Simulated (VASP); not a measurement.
Set up this calculation in VASP 6.6.1, as the native input.

```
Task                   : single point
Functional             : PBE
Potentials or basis    : VASP PAW PBE potentials, release 64 (Hg, Te)
Cutoff                 : 520 eV
k mesh                 : 14 × 14 × 14
Occupations            : gaussian, width 0.15 eV
Spin                   : no spin polarisation
Dipole correction      : no
Further INCAR settings : ALGO = Normal; EDIFF = 1e-06; NBANDS = 16
```

The structure of HgTe lies in POSCAR:

```
HgTe
1.0
    0.0000000000      3.1226989184      3.4349688102
    3.1226989184      0.0000000000      3.4349688102
    3.1226989184      3.1226989184      0.0000000000
Hg Te
1 1
Direct
    0.0000000000      0.0000000000      0.0000000000
    0.7500000000      0.7500000000      0.7500000000
```

This cell differs from its parent crystal: ratio of the length along z to the lengths across it x 1.1, volume and fractional coordinates fixed.

One way to write it, as run:

INCAR

```
SYSTEM = HgTe
PREC = Accurate
ENCUT = 520
EDIFF = 1E-6
ISMEAR = 0
SIGMA = 0.15
LREAL = .False.
LASPH = .True.
NELM = 80
ALGO = Normal
ISIF = 2
LWAVE = .False.
LCHARG = .True.
GGA = PE
LELF = .True.
LVHAR = .True.
NBANDS = 16
```

KPOINTS

```
regular mesh
0
Gamma
  14 14 14
  0 0 0
```

Potentials or basis: VASP PAW PBE potentials, release 64 (Hg, Te).

Run with:

```bash
$ cat potpaw_PBE.64/Hg/POTCAR potpaw_PBE.64/Te/POTCAR > POTCAR
$ mpirun -np 1 vasp_std > vasp.out
```

Results of the run:

* Pressure: 4.0 GPa
* Band gap on the k mesh: zero (filled and empty bands touch)

Caveat: spin-orbit coupling is left out, which moves the levels of the heavy elements.

It took 3.1 min on 1 thread of Intel(R) Xeon(R) Platinum 8488C (Sapphire Rapids) (shared host), peak memory 0.41 GiB.
